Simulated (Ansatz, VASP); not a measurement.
Rb in VASP and in Ansatz

```
Rb
1.0
    -2.78241    2.78241    2.78241
     2.78241   -2.78241    2.78241
     2.78241    2.78241   -2.78241
Rb
1
Direct
  0.00000 0.00000 0.00000
```

Alike in both runs: task relaxation of cell and atoms; functional PBEsol; k mesh 10 × 10 × 10; occupations gaussian, width 0.1 eV; no spin polarisation.

```csv
,VASP,Ansatz
version,VASP 6.6.1,Ansatz 0.2.0
potentials or method,"VASP PAW PBE potentials, release 64 (Rb_sv), cutoff 600 eV","scalar-relativistic, plane waves, PAW"
valence electrons in the cell,9,9
```

|  | VASP | Ansatz | Ansatz less VASP |
| --- | --- | --- | --- |
| gap on the k mesh at the Fermi level, each at its own relaxed structure (eV) | none | none | - |
| relaxed volume (Å³/atom) | 86.16 | 86.16 | 0.000 |
| relaxed cell length with the largest relative difference (Å) | 4.819 | 4.819 | 0.0000 |

VASP's potentials were made for PBE, not for PBEsol. A gap of «none» marks a metal or a gap that the smearing closes.

Noted on VASP's run: the relaxation stopped at its first step, so nothing moved.
